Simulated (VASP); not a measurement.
# TiGeRu4 (P4/mmm) in VASP: a series of runs, part 2 of 2

VASP 6.6.1. Earlier steps stand in the parts before.

### 3 Single point, PBE

Contents of INCAR:

```
PREC = Accurate ; ENCUT = 520
EDIFF = 1E-6 ; ISMEAR = 0
SIGMA = 0.1 ; LREAL = False
LASPH = True ; NELM = 100
ALGO = Fast ; ISIF = 2
LWAVE = False ; LCHARG = False
GGA = PE ; NBANDS = 50
```

Contents of KPOINTS:

```
regular mesh
0
Gamma
  10 10 4
```

Contents of POSCAR:

```
TiGeRu4
1.0
    3.0029460164      0.0000000000      0.0000000000
    0.0000000000      3.0029460164      0.0000000000
    0.0000000000      0.0000000000      9.4893292791
Ti Ge Ru
1 1 4
Direct
    0.0000000000      0.0000000000      0.0000000000
    0.5000000000      0.5000000000      0.5000000000
    0.5000000000      0.5000000000      0.1580244057
    0.0000000000      0.0000000000      0.3481991361
    0.5000000000      0.5000000000      0.8419755943
    0.0000000000      0.0000000000      0.6518008639
```

Potentials or basis: VASP PAW PBE potentials, release 64 (Ti_sv, Ge_d, Ru_pv).

Command:

```
$ cat potpaw_PBE.64/Ti_sv/POTCAR potpaw_PBE.64/Ge_d/POTCAR potpaw_PBE.64/Ru_pv/POTCAR > POTCAR
$ mpirun -np 1 vasp_std > vasp.out
```

OUTCAR:

```text
PREC = Accurate
   ENCUT = 520
   EDIFF = 1E-6
   ISMEAR = 0
   LREAL = False
   LASPH = True
   NELM = 100
   ISIF = 2
   GGA = PE

 ion  position               nearest neighbor table
   1  0.000  0.000  0.000-   3 2.60   5 2.60   3 2.60   5 2.60   3 2.60   5 2.60   3 2.60   5 2.60

   2  0.500  0.500  0.500-   4 2.57   6 2.57   4 2.57   6 2.57   4 2.57   6 2.57   4 2.57   6 2.57

   3  0.500  0.500  0.158-   1 2.60   1 2.60   1 2.60   1 2.60   4 2.79   4 2.79   4 2.79   4 2.79
                             5 3.00
   4  0.000  0.000  0.348-   2 2.57   2 2.57   2 2.57   2 2.57   3 2.79   3 2.79   3 2.79   3 2.79
                             6 2.88
   5  0.500  0.500  0.842-   1 2.60   1 2.60   1 2.60   1 2.60   6 2.79   6 2.79   6 2.79   6 2.79
                             3 3.00
   6  0.000  0.000  0.652-   2 2.57   2 2.57   2 2.57   2 2.57   5 2.79   5 2.79   5 2.79   5 2.79
                             4 2.88

  LATTYP: Found a simple tetragonal cell.
 ALAT       =     3.0029460164
 C/A-ratio  =     3.1600066159

  Lattice vectors:

 A1 = (   3.0029460164,   0.0000000000,   0.0000000000)
 A2 = (   0.0000000000,   3.0029460164,   0.0000000000)
 A3 = (   0.0000000000,   0.0000000000,   9.4893292791)

Analysis of symmetry for initial positions (statically):
=====================================================================
 Subroutine PRICEL returns:
 Original cell was already a primitive cell.

 Routine SETGRP: Setting up the symmetry group for a
 simple tetragonal supercell.

 Subroutine GETGRP returns: Found 16 space group operations
 (whereof 16 operations were pure point group operations)
 out of a pool of 16 trial point group operations.

The static configuration has the point symmetry D_4h.

Analysis of symmetry for dynamics (positions and initial velocities):
=====================================================================
 Subroutine PRICEL returns:
 Original cell was already a primitive cell.

 Routine SETGRP: Setting up the symmetry group for a
[... 132 lines left out ...]
   IMIX   =      4    mixing-type and parameters
     AMIX     =   0.40;   BMIX     =  1.00
     AMIX_MAG =   1.60;   BMIX_MAG =  1.00
  volume/ion in A,a.u.               =      14.26        96.24
  Fermi-wavevector in a.u.,A,eV,Ry     =   1.613997  3.050011 35.442969  2.604985
  Thomas-Fermi vector in A             =   2.708976
   LORBIT       =      0    0 simple, 1 ext, 2 COOP (PROOUT), +10 PAW based schemes
   GGA     = PE    functional components
   LHFCALC =     F    Hartree Fock is set to
   AEXX    =    0.0000 exact exchange contribution
   IVDW    =     0    specifies the selected vdW correction
   LEPSILON=     F    determine dielectric tensor
   LRPA    =     F    only Hartree local field effects (RPA)
 non-spin polarized calculation
 RMM-DIIS sequential band-by-band and
 Gauss-broadening in eV      SIGMA  =   0.10
  energy-cutoff  :      520.00
  volume of cell :       85.57
 maximum number of plane-waves:      2332
 NGX is ok and might be reduce to    24
   NGX = 11   NGY = 11   NGZ = 35

 number of electron      81.9999974 magnetization

 Free energy of the ion-electron system (eV)
  ---------------------------------------------------
  ext. energy  EPLUGINS =         0.00000000
  ---------------------------------------------------
  free energy    TOTEN  =       -49.92623757 eV

  energy without entropy =      -49.88735806  energy(sigma->0) =      -49.90679782

 E-fermi :  11.3693     XC(G=0): -13.4004

 val. band max:       11.3652837659   @ k =   0.4000   0.3000   0.2500
 cond. band min:      11.3712997473   @ k =   0.3000   0.3000   0.2500
 fundamental gap:      0.0060159814
 Fermi energy:        11.3693354720

 k-point     1 :       0.0000    0.0000    0.0000
  band No.  band energies     occupation
      1     -45.5307      2.00000
      2     -31.5854      2.00000
      3     -31.4534      2.00000
      4     -31.3069      2.00000
      5     -31.3069      2.00000
      6     -31.2931      2.00000
[... 1261 lines left out ...]
     49      14.3116      0.00000
     50      14.5322      0.00000

 [... further k-points ...]
[... 5 lines left out ...]
  --------------------------------------------------------------------------------------
  -------------------------------------------------------------------------------------
  Total       -0.0167091     -0.0167091     -0.0481395      0.0000000      0.0000000     -0.0000000
  in kB       -0.3128476     -0.3128476     -0.9013257      0.0000000      0.0000000     -0.0000000
  external PRESSURE =      -0.5090069 kB  Pullay stress =       0.0000000 kB

 VOLUME and BASIS-vectors are now :
 -----------------------------------------------------------------------------
  energy-cutoff  :      520.00
  volume of cell :       85.57
      direct lattice vectors                 reciprocal lattice vectors
     3.002946016  0.000000000  0.000000000     0.333006319  0.000000000  0.000000000
     0.000000000  3.002946016  0.000000000     0.000000000  0.333006319  0.000000000
     0.000000000  0.000000000  9.489329279     0.000000000  0.000000000  0.105381526

 POSITION                                       TOTAL-FORCE (eV/Angst)
 -----------------------------------------------------------------------------------
      0.00000      0.00000      0.00000         0.000000     -0.000000      0.000000
      1.50147      1.50147      4.74466         0.000000     -0.000000      0.000000
      1.50147      1.50147      1.49955        -0.000000      0.000000      0.006689
      0.00000      0.00000      3.30418         0.000000     -0.000000     -0.030440
      1.50147      1.50147      7.98978         0.000000      0.000000     -0.006689
      0.00000      0.00000      6.18515         0.000000      0.000000      0.030440
 -----------------------------------------------------------------------------------
    total drift:                                0.000000     -0.000000      0.000000

  FREE ENERGIE OF THE ION-ELECTRON SYSTEM (eV)
  ---------------------------------------------------
  free  energy   TOTEN  =       -49.9262375721 eV

  energy  without entropy=      -49.8873580634  energy(sigma->0) =      -49.90679782
```

Wall time 7.9 min (1 thread of AMD EPYC 9R45 (Zen 5), shared host); peak memory 0.33 GiB.

What came out:

```
Free energy            : -49.9262 eV
Pressure               : -0.1 GPa
Largest force          : 0.030 eV/Å
Band gap on the k mesh : zero (band 41 reaches 12.18 eV, above the bottom of band 42 at 10.88 eV)
```

Forces on the atoms (eV/Å):
```
Ti   0.000  0.000  0.000
Ge   0.000  0.000  0.000
Ru   0.000  0.000  0.007
Ru   0.000  0.000 -0.030
Ru   0.000  0.000 -0.007
Ru   0.000  0.000  0.030
```

Levels at points of the mesh, in eV from the Fermi level:
```csv
k point,band 37,band 38,band 39,band 40,band 41,band 42,band 43,band 44,band 45,band 46
"(0.00, 0.00, 0.00)",-1.03,-1.03,-0.86,-0.29,-0.29,-0.11,0.20,0.30,0.31,0.77
"(0.50, 0.00, 0.00)",-1.63,-1.60,-0.88,-0.58,-0.40,-0.12,0.25,1.02,1.08,1.20
"(0.50, 0.50, 0.00)",0.30,0.30,0.50,0.66,0.76,0.81,0.82,0.86,1.25,1.25
"(0.00, 0.00, 0.50)",-1.08,-1.08,-0.90,-0.22,-0.04,-0.04,-0.03,0.26,0.48,0.80
"(0.50, 0.00, 0.50)",-2.07,-1.11,-0.90,-0.54,-0.02,0.13,0.28,0.72,1.04,1.07
"(0.50, 0.50, 0.50)",-0.81,-0.57,0.61,0.76,0.81,0.82,0.86,1.05,1.32,2.68
```
